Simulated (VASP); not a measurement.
# NaI (Immm) in VASP: notebook

The runs below take NaI through single point, with PBE, r2SCAN.

Everything below comes from runs of VASP 6.6.1. Logs are shortened: lines on timing, memory, paths and dates and some standing lists are left out, and cuts for length are marked.

### 1 The cell of the first run

The structure is orthorhombic, space group Immm (No. 71). Conventional cell: a = 4.431 Å, b = 4.704 Å, c = 6.459 Å, α = 90.00°, β = 90.00°, γ = 90.00°. Within 4.2 Å of Na (site symmetry mmm) lie 6 I at 3.23 Å. Within 4.2 Å of I (site symmetry mmm) lie 6 Na at 3.23 Å.

### 2 Single point, PBE (shear xy strain -6.0%)

INCAR reads:

```
ALGO = Normal
EDIFF = 1E-6
ENCUT = 520
GGA = PE
ISIF = 2
ISMEAR = -1
LASPH = True
LCHARG = False
LREAL = False
LWAVE = False
NBANDS = 14
NELM = 100
PREC = Accurate
SIGMA = 0.02
```

KPOINTS reads:

```
k-points
0
Gamma
  8 8 8
```

POSCAR reads:

```
NaI
1.0
   -0.0964071586      3.2297205553      3.2297205553
    3.2297205553     -0.0964071586      3.2297205553
    3.1333133967      3.1333133967      0.0000000000
Na I
1 1
Direct
    0.0000000000      0.0000000000      0.0000000000
    0.5000000000      0.5000000000      0.5000000000
```

Potentials or basis: VASP PAW PBE potentials, release 64 (Na_pv, I).

Started as:

```console
$ cat potpaw_PBE.64/Na_pv/POTCAR potpaw_PBE.64/I/POTCAR > POTCAR
$ mpirun -np 1 vasp_std > vasp.out
```

OUTCAR:

```text
EDIFF = 1E-6
   ENCUT = 520
   GGA = PE
   ISIF = 2
   ISMEAR = -1
   LASPH = True
   LREAL = False
   NELM = 100
   PREC = Accurate

 ion  position               nearest neighbor table
   1  0.000  0.000  0.000-
   2  0.500  0.500  0.500-

  LATTYP: Found a body centered orthorhombic cell.
 ALAT       =     4.4311743008
 B/A-ratio  =     1.0615368758
 C/A-ratio  =     1.4577267045

  Lattice vectors:

 A1 = (   0.0964071586,  -3.2297205553,  -3.2297205553)
 A2 = (  -0.0964071586,   3.2297205553,  -3.2297205553)
 A3 = (   3.2297205553,  -0.0964071586,   3.2297205553)

Analysis of symmetry for initial positions (statically):
=====================================================================
 Subroutine PRICEL returns:
 Original cell was already a primitive cell.

 Routine SETGRP: Setting up the symmetry group for a
 body centered orthorhombic supercell.

 Subroutine GETGRP returns: Found  8 space group operations
 (whereof  8 operations were pure point group operations)
 out of a pool of  8 trial point group operations.

The static configuration has the point symmetry D_2h.

Analysis of symmetry for dynamics (positions and initial velocities):
=====================================================================
 Subroutine PRICEL returns:
 Original cell was already a primitive cell.

 Routine SETGRP: Setting up the symmetry group for a
 body centered orthorhombic supercell.

 Subroutine GETGRP returns: Found  8 space group operations
 (whereof  8 operations were pure point group operations)
 out of a pool of  8 trial point group operations.

The dynamic configuration has the point symmetry D_2h.

 Subroutine INISYM returns: Found  8 space group operations
 (whereof  8 operations are pure point group operations),
 and found     1 'primitive' translations

----------------------------------------------------------------------------------------

                                     Primitive cell

  volume of cell :      67.3190

  direct lattice vectors                    reciprocal lattice vectors
    -0.096407159  3.229720555  3.229720555    -0.150324955  0.150324955  0.154812155
     3.229720555 -0.096407159  3.229720555     0.150324955 -0.150324955  0.154812155
     3.133313397  3.133313397  0.000000000     0.159575483  0.159575483 -0.154812155

  length of vectors
     4.568531938  4.568531938  4.431174301     0.262986668  0.262986668  0.273670373

  position of ions in fractional coordinates (direct lattice)
     0.000000000  0.000000000  0.000000000
     0.500000000  0.500000000  0.500000000

  ion indices of the primitive-cell ions
   primitive index   ion index
                 1           1
                 2           2

----------------------------------------------------------------------------------------

 KPOINTS: k-points

Automatic generation of k-mesh.
 Grid dimensions read from file:
 generate k-points for:    8    8    8

 Generating k-lattice:

  Cartesian coordinates                     Fractional coordinates (reciprocal lattice)
    -0.018790619  0.018790619  0.019351519     0.125000000  0.000000000  0.000000000
     0.018790619 -0.018790619  0.019351519     0.000000000  0.125000000  0.000000000
     0.019946935  0.019946935 -0.019351519     0.000000000  0.000000000  0.125000000

  Length of vectors
     0.032873334  0.032873334  0.034208797

  Shift w.r.t. Gamma in fractional coordinates (k-lattice)
     0.000000000  0.000000000  0.000000000

 Subroutine IBZKPT returns following result:
 ===========================================

 Found     95 irreducible k-points:

 Following reciprocal coordinates:
            Coordinates               Weight
  0.000000  0.000000  0.000000      1.000000
  0.125000  0.000000  0.000000      4.000000
  0.250000  0.000000  0.000000      4.000000
  0.375000  0.000000  0.000000      4.000000
  0.500000  0.000000  0.000000      2.000000
  0.125000  0.125000  0.000000      2.000000
[... 16 lines left out ...]
  0.125000 -0.000000  0.125000      4.000000
  0.250000 -0.000000  0.125000      8.000000
 [... further k-points ...]
   k-points           NKPTS =     95   k-points in BZ     NKDIM =     95   number of bands    NBANDS=     14
   number of dos      NEDOS =    301   number of ions     NIONS =      2
   total plane-waves  NPLWV =  46656
   dimension x,y,z NGX =    36 NGY =   36 NGZ =   36
   dimension x,y,z NGXF=    72 NGYF=   72 NGZF=   72
   ions per type =               1   1
   NGX,Y,Z   is equivalent  to a cutoff of  13.10, 13.10, 13.51 a.u.
   NGXF,Y,Z  is equivalent  to a cutoff of  26.20, 26.20, 27.01 a.u.
 SYSTEM =  unknown system
   PREC   = accura    normal or accurate (medium, high low for compatibility)
   ISTART =      0    job   : 0-new  1-cont  2-samecut
   ICHARG =      2    charge: 1-file 2-atom 10-const
   ISPIN  =      1    spin polarized calculation?
   LNONCOLLINEAR =      F non collinear calculations
   LSORBIT =      F    spin-orbit coupling
   LASPH  =      T    aspherical Exc in radial PAW
   ENCUT  =  520.0 eV  38.22 Ry    6.18 a.u.   8.49  8.49  8.24*2*pi/ulx,y,z
   NELM   =    100;   NELMIN=  2; NELMDL= -5     # of ELM steps
   EDIFF  = 0.1E-05   stopping-criterion for ELM
   LREAL  =      F    real-space projection
   EDIFFG = 0.1E-04   stopping-criterion for IOM
   NSW    =      0    number of steps for IOM
   IBRION =     -1    ionic relax: 0-MD 1-quasi-New 2-CG
   NFREE  =      0    steps in history (QN), initial steepest desc. (CG)
   ISIF   =      2    stress and relaxation
   ISYM   =      2    0-nonsym 1-usesym 2-fastsym
   POTIM  = 0.5000    time-step for ionic-motion
   TEBEG  =    0.0;   TEEND  =   0.0 temperature during run
   PSTRESS=    0.0 pullay stress
   NELECT =      14.0000    total number of electrons
   NUPDOWN=      -1.0000    fix difference up-down
   EMIN   =  10.00;   EMAX   =-10.00  energy-range for DOS
   EFERMI =   0.00;   METHOD = LEGACY
   ISMEAR =    -1;   SIGMA  =   0.02  broadening in eV -4-tet -1-fermi 0-gaus
   EFERMI_NEDOS =   21; number of points for ismear=-14 and -15
   IALGO  =     38    algorithm
   IMIX   =      4    mixing-type and parameters
     AMIX     =   0.40;   BMIX     =  1.00
     AMIX_MAG =   1.60;   BMIX_MAG =  1.00
  volume/ion in A,a.u.               =      33.66       227.15
  Fermi-wavevector in a.u.,A,eV,Ry     =   0.969925  1.832893 12.799749  0.940755
  Thomas-Fermi vector in A             =   2.100018
   LORBIT       =      0    0 simple, 1 ext, 2 COOP (PROOUT), +10 PAW based schemes
   GGA     = PE    functional components
   LHFCALC =     F    Hartree Fock is set to
   AEXX    =    0.0000 exact exchange contribution
   IVDW    =     0    specifies the selected vdW correction
   LEPSILON=     F    determine dielectric tensor
   LRPA    =     F    only Hartree local field effects (RPA)
 non-spin polarized calculation
  energy-cutoff  :      520.00
  volume of cell :       67.32
 maximum number of plane-waves:      1835
 NGX is ok and might be reduce to    36
   NGX = 17   NGY = 17   NGZ = 17

 number of electron      14.0000001 magnetization

 Free energy of the ion-electron system (eV)
  ---------------------------------------------------
  ext. energy  EPLUGINS =         0.00000000
  ---------------------------------------------------
  free energy    TOTEN  =        -5.37814119 eV

  energy without entropy =       -5.37814119  energy(sigma->0) =       -5.37814119

 E-fermi :   1.3989     XC(G=0):  -7.7335

 val. band max:        0.9993032459   @ k =   0.0000   0.0000   0.0000
 cond. band min:       4.5032154436   @ k =   0.0000   0.0000   0.0000
 fundamental gap:      3.5039121977
 Fermi energy:         1.3989400426

 k-point     1 :       0.0000    0.0000    0.0000
  band No.  band energies     occupation
      1     -21.5825      2.00000
      2     -21.5793      2.00000
      3     -21.5766      2.00000
      4     -10.1763      2.00000
      5       0.7362      2.00000
      6       0.8524      2.00000
      7       0.9993      2.00000
      8       4.5032      0.00000
      9       8.4620      0.00000
     10       8.8051      0.00000
     11       9.1407      0.00000
     12      10.6199      0.00000
     13      10.6507      0.00000
     14      11.2892      0.00000

 k-point     2 :       0.1250    0.0000    0.0000
  band No.  band energies     occupation
      1     -21.5826      2.00000
      2     -21.5797      2.00000
      3     -21.5770      2.00000
      4     -10.1355      2.00000
      5       0.3198      2.00000
      6       0.7810      2.00000
      7       0.9544      2.00000
      8       5.0223      0.00000
      9       8.2740      0.00000
     10       8.8472      0.00000
     11       9.2700      0.00000
     12      10.1809      0.00000
     13      10.3393      0.00000
     14      11.8768      0.00000

 k-point     3 :       0.2500    0.0000    0.0000
  band No.  band energies     occupation
      1     -21.5827      2.00000
      2     -21.5809      2.00000
      3     -21.5776      2.00000
      4     -10.0334      2.00000
      5      -0.4956      2.00000
      6       0.6962      2.00000
      7       0.8507      2.00000
      8       5.8130      0.00000
      9       8.2655      0.00000
     10       8.7824      0.00000
     11       9.1056      0.00000
     12      10.2875      0.00000
     13      10.6784      0.00000
     14      11.3862      0.00000
[... 324 lines left out ...]
 k-point    23 :       0.1250   -0.0000    0.1250
  band No.  band energies     occupation
      1     -21.5831      2.00000
      2     -21.5795      2.00000
      3     -21.5769      2.00000
      4     -10.1177      2.00000
      5       0.3691      2.00000
      6       0.7257      2.00000
      7       0.7595      2.00000
      8       5.2027      0.00000
      9       8.0747      0.00000
     10       9.1765      0.00000
     11       9.1864      0.00000
     12       9.4106      0.00000
     13      10.7966      0.00000
     14      12.3121      0.00000

 k-point    24 :       0.2500   -0.0000    0.1250
  band No.  band energies     occupation
      1     -21.5832      2.00000
      2     -21.5802      2.00000
      3     -21.5778      2.00000
      4     -10.0385      2.00000
      5      -0.2591      2.00000
      6       0.5951      2.00000
      7       0.7036      2.00000
      8       5.9536      0.00000
      9       7.8050      0.00000
     10       8.6617      0.00000
     11       9.3399      0.00000
     12       9.9104      0.00000
     13      11.0054      0.00000
     14      12.5097      0.00000

 [... further k-points ...]
[... 5 lines left out ...]
  --------------------------------------------------------------------------------------
  -------------------------------------------------------------------------------------
  Total        0.2388159      0.2388159      0.2164558      0.1832067      0.0000000      0.0000000
  in kB        5.6837658      5.6837658      5.1516009      4.3602783      0.0000000      0.0000000
  external PRESSURE =       5.5063775 kB  Pullay stress =       0.0000000 kB

 VOLUME and BASIS-vectors are now :
 -----------------------------------------------------------------------------
  energy-cutoff  :      520.00
  volume of cell :       67.32
      direct lattice vectors                 reciprocal lattice vectors
    -0.096407159  3.229720555  3.229720555    -0.150324955  0.150324955  0.154812155
     3.229720555 -0.096407159  3.229720555     0.150324955 -0.150324955  0.154812155
     3.133313397  3.133313397  0.000000000     0.159575483  0.159575483 -0.154812155

 POSITION                                       TOTAL-FORCE (eV/Angst)
 -----------------------------------------------------------------------------------
      0.00000      0.00000      0.00000        -0.000000      0.000000      0.000000
      3.13331      3.13331      3.22972         0.000000     -0.000000     -0.000000
 -----------------------------------------------------------------------------------
    total drift:                                0.000000      0.000000      0.000000

  FREE ENERGIE OF THE ION-ELECTRON SYSTEM (eV)
  ---------------------------------------------------
  free  energy   TOTEN  =        -5.3781411946 eV

  energy  without entropy=       -5.3781411946  energy(sigma->0) =       -5.37814119
```

Run time: 2.1 min. Hardware: 1 thread of AMD EPYC 7R43 (Zen 3), shared host; peak memory 0.21 GiB.

Results:

- Free energy: -5.3781 eV
- Pressure: 0.6 GPa
- Band gap on the k mesh: 3.50 eV

Stress tensor (GPa, compression positive):
```
0.57 0.44 0.00
0.44 0.57 0.00
0.00 0.00 0.52
```

Caveat: the cell differs from its parent crystal (shear xy strain -6.0%); spin-orbit coupling is left out, which moves the levels of the heavy elements.

### 3 Single point, r2SCAN (shear xy strain -6.0%)

POSCAR is that of step 2.

INCAR.step1 reads:

```
PREC = Accurate
ENCUT = 520
ISMEAR = 0
SIGMA = 0.01
LREAL = F
LASPH = T
NELM = 60
NBANDS = 14
GGA = PE
ALGO = Normal
EDIFF = 1E-4
LWAVE = T
LCHARG = F
```

INCAR.step2 reads:

```
PREC = Accurate
ENCUT = 520
EDIFF = 1E-7
ISMEAR = 0
SIGMA = 0.01
LREAL = F
LASPH = T
NELM = 60
ALGO = Normal
ISIF = 2
LWAVE = F
LCHARG = T
METAGGA = R2SCAN
LMIXTAU = T
LELF = T
LVHAR = T
NBANDS = 14
ISTART = 1
```

KPOINTS reads:

```
Automatic mesh
0
Gamma
  8 8 8
```

Potentials or basis: VASP PAW PBE potentials, release 64 (Na_pv, I).

Started as:

```console
$ cat potpaw_PBE.64/Na_pv/POTCAR potpaw_PBE.64/I/POTCAR > POTCAR
$ cp INCAR.step1 INCAR
$ mpirun -np 1 vasp_std > vasp.out
$ cp INCAR.step2 INCAR
$ mpirun -np 1 vasp_std > vasp.out
```

OUTCAR:

```text
PREC = Accurate
   ENCUT = 520
   EDIFF = 1E-7
   ISMEAR = 0
   LREAL = F
   LASPH = T
   NELM = 60
   ISIF = 2
   METAGGA = R2SCAN
   ISTART = 1

 ion  position               nearest neighbor table
   1  0.000  0.000  0.000-
   2  0.500  0.500  0.500-

  LATTYP: Found a body centered orthorhombic cell.
 ALAT       =     4.4311743008
 B/A-ratio  =     1.0615368758
 C/A-ratio  =     1.4577267045

  Lattice vectors:

 A1 = (   0.0964071586,  -3.2297205553,  -3.2297205553)
 A2 = (  -0.0964071586,   3.2297205553,  -3.2297205553)
 A3 = (   3.2297205553,  -0.0964071586,   3.2297205553)

Analysis of symmetry for initial positions (statically):
=====================================================================
 Subroutine PRICEL returns:
 Original cell was already a primitive cell.

 Routine SETGRP: Setting up the symmetry group for a
 body centered orthorhombic supercell.

 Subroutine GETGRP returns: Found  8 space group operations
 (whereof  8 operations were pure point group operations)
[... 168 lines left out ...]
 cond. band min:       4.9743504796   @ k =   0.0000   0.0000   0.0000
 fundamental gap:      4.2958910153
 Fermi energy:         0.8299246741

 k-point     1 :       0.0000    0.0000    0.0000
  band No.  band energies     occupation
      1     -22.7214      2.00000
      2     -22.7184      2.00000
      3     -22.7160      2.00000
      4     -10.8314      2.00000
      5       0.4049      2.00000
      6       0.5256      2.00000
      7       0.6785      2.00000
      8       4.9744      0.00000
      9       8.6744      0.00000
     10       9.0283      0.00000
     11       9.3649      0.00000
     12      10.8708      0.00000
     13      10.9034      0.00000
     14      11.6491      0.00000
[... 377 lines left out ...]
      1     -22.7220      2.00000
      2     -22.7192      2.00000
      3     -22.7171      2.00000
      4     -10.6853      2.00000
      5      -0.5656      2.00000
      6       0.2617      2.00000
      7       0.3767      2.00000
      8       6.3968      0.00000
      9       8.0203      0.00000
     10       9.0087      0.00000
     11       9.6325      0.00000
     12      10.2165      0.00000
     13      11.2976      0.00000
     14      13.1020      0.00000

 [... further k-points ...]
[... 5 lines left out ...]
  --------------------------------------------------------------------------------------
  -------------------------------------------------------------------------------------
  Total       -0.0051840     -0.0051840     -0.0290782      0.2138864      0.0000000      0.0000000
  in kB       -0.1233780     -0.1233780     -0.6920549      5.0904489      0.0000000      0.0000000
  external PRESSURE =      -0.3129369 kB  Pullay stress =       0.0000000 kB

 VOLUME and BASIS-vectors are now :
 -----------------------------------------------------------------------------
  energy-cutoff  :      520.00
  volume of cell :       67.32
      direct lattice vectors                 reciprocal lattice vectors
    -0.096407159  3.229720555  3.229720555    -0.150324955  0.150324955  0.154812155
     3.229720555 -0.096407159  3.229720555     0.150324955 -0.150324955  0.154812155
     3.133313397  3.133313397  0.000000000     0.159575483  0.159575483 -0.154812155

 POSITION                                       TOTAL-FORCE (eV/Angst)
 -----------------------------------------------------------------------------------
      0.00000      0.00000      0.00000         0.000000      0.000000     -0.000000
      3.13331      3.13331      3.22972         0.000000     -0.000000      0.000000
 -----------------------------------------------------------------------------------
    total drift:                                0.000000      0.000000      0.000000

  FREE ENERGIE OF THE ION-ELECTRON SYSTEM (eV)
  ---------------------------------------------------
  free  energy   TOTEN  =       -31.0796478186 eV

  energy  without entropy=      -31.0796478186  energy(sigma->0) =      -31.07964782
```

Wall time 12 min (1 thread of AMD EPYC 7R43 (Zen 3), shared host); peak memory 0.23 GiB.

Results:

* Free energy: -31.0796 eV
* Pressure: 0.0 GPa
* Band gap on the k mesh: 4.30 eV

Stress tensor (GPa, compression positive):
```
-0.01  0.51  0.00
 0.51 -0.01  0.00
 0.00  0.00 -0.07
```

Levels at points of the mesh, in eV from the valence-band top:
| k point | band 3 | band 4 | band 5 | band 6 | band 7 | band 8 | band 9 | band 10 | band 11 | band 12 |
| --- | --- | --- | --- | --- | --- | --- | --- | --- | --- | --- |
| (0.00, 0.00, 0.00) | -23.39 | -11.51 | -0.27 | -0.15 | 0.00 | 4.30 | 8.00 | 8.35 | 8.69 | 10.19 |
| (0.50, 0.00, 0.00) | -23.40 | -11.19 | -2.38 | -0.43 | -0.30 | 5.64 | 7.93 | 8.25 | 9.56 | 10.96 |
| (0.50, 0.50, 0.00) | -23.40 | -11.09 | -2.10 | -1.10 | -0.71 | 5.01 | 5.95 | 10.63 | 12.06 | 12.08 |
| (0.00, 0.00, 0.50) | -23.39 | -11.14 | -2.33 | -0.57 | -0.47 | 5.45 | 7.64 | 7.95 | 9.73 | 10.91 |
| (0.50, 0.00, 0.50) | -23.40 | -11.08 | -2.11 | -0.92 | -0.91 | 5.09 | 5.87 | 10.51 | 11.95 | 12.18 |

Caveat: the cell differs from its parent crystal (shear xy strain -6.0%); the PAW data sets were made with another functional, which shifts forces and pressure a little; spin-orbit coupling is left out, which moves the levels of the heavy elements. A k mesh can miss the band edges.
